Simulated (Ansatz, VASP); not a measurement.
## ZnRe in VASP and in Ansatz

```
CELL_PARAMETERS angstrom
2.74822 0.00000 0.00000
-1.37411 2.38003 0.00000
0.00000 0.00000 4.49407
ATOMIC_POSITIONS crystal
Zn 0.00000 0.00000 0.00000
Re 0.33333 0.66667 0.50000
```

Alike in both runs: task single point; functional RPBE; k mesh 14 × 14 × 8; no spin polarisation.

|  | VASP | Ansatz |
| --- | --- | --- |
| version | VASP 6.6.1 | Ansatz 0.2.0 |
| potentials or method | VASP PAW PBE potentials, release 64 (Zn, Re_sv_GW), cutoff 500 eV | plane waves, PAW |
| occupations | fermi-dirac, width 0.1 eV | fermi-dirac |
| valence electrons in the cell | 27 | 27 |

|  | VASP | Ansatz | Ansatz less VASP |
| --- | --- | --- | --- |
| pressure (GPa) | 1.4 | 2.4 | +1.01 |
| traceless stress, the component that is largest in VASP (GPa) | -0.12 | -0.32 | -0.201 |

VASP's potentials were made for PBE, not for RPBE.

Neither program's run includes spin-orbit coupling.
